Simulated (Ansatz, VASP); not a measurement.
# One calculation of Ti2CuB2, two programs

The input INCAR:

```
SYSTEM = Ti2CuB2
PREC = Accurate ; ENCUT = 600
EDIFF = 1E-6 ; ISMEAR = 0
SIGMA = 0.1 ; LREAL = .False.
LASPH = .True. ; NELM = 100
ALGO = Normal ; ISIF = 3
LWAVE = .False. ; LCHARG = .False.
GGA = PE ; IBRION = 2
NSW = 90 ; EDIFFG = -0.04
```

File KPOINTS:

```
regular mesh
0
Gamma
  6 6 6
  0 0 0
```

POSCAR

```
Ti2CuB2
1.0
    2.0668680700      1.1933068400      3.3654121600
   -2.0668680700      1.1933068400      3.3654121600
    0.0000000000     -2.3866136800      3.3654121600
Ti Cu B
2 1 2
Direct
    0.7813975700      0.7813975700      0.7813975700
    0.2186024300      0.2186024300      0.2186024300
    0.0000000000      0.0000000000      0.0000000000
    0.5680652400      0.5680652400      0.5680652400
    0.4319347600      0.4319347600      0.4319347600
```

Input for Ansatz:

```yaml
crystal:
  lattice:
    - [2.06686807, 1.19330684, 3.36541216]
    - [-2.06686807, 1.19330684, 3.36541216]
    - [0.0, -2.38661368, 3.36541216]
  atoms:
    - { symbol: Ti, position: [0.78139757, 0.78139757, 0.78139757] }
    - { symbol: Ti, position: [0.21860243, 0.21860243, 0.21860243] }
    - { symbol: Cu, position: [0.0, 0.0, 0.0] }
    - { symbol: B, position: [0.56806524, 0.56806524, 0.56806524] }
    - { symbol: B, position: [0.43193476, 0.43193476, 0.43193476] }
basis:
  ecutwfc: 420
kpoints:
  mp_grid: { grid: [6, 6, 6] }
hamiltonian:
  xc: pbe
scf:
  occupations: { method: gaussian, width: 0.1 }
  lower_state_search: "off"
output:
  forces: true
  stress: true
  eigenvalues: true
relax:
  adjacent_minimum: "off"
  f_tol: 0.04
  max_steps: 70
  cell: { stress_tol: 0.4 }
```

Alike in both runs: task relaxation of cell and atoms; functional PBE; k mesh 6 × 6 × 6; occupations gaussian, width 0.1 eV; no spin polarisation.

|  | VASP | Ansatz |
| --- | --- | --- |
| version | VASP 6.6.1 | Ansatz 0.2.0 |
| potentials or method | VASP PAW PBE potentials, release 64 (Ti_sv, Cu, B), cutoff 600 eV | scalar-relativistic, plane waves, PAW |
| valence electrons in the cell | 41 | 49 |

```csv
,VASP,Ansatz,Ansatz less VASP
"gap on the k mesh at the Fermi level, each at its own relaxed structure (eV)",none,none,-
relaxed volume (Å³/atom),11.16,11.15,-0.013
relaxed cell length with the largest relative difference (Å),4.573,4.571,-0.0018
```

A gap of «none» marks a metal or a gap that the smearing closes. VASP's potentials hold 41 valence electrons a cell and Ansatz's 49, so a difference there can come from the potentials and not from the codes.
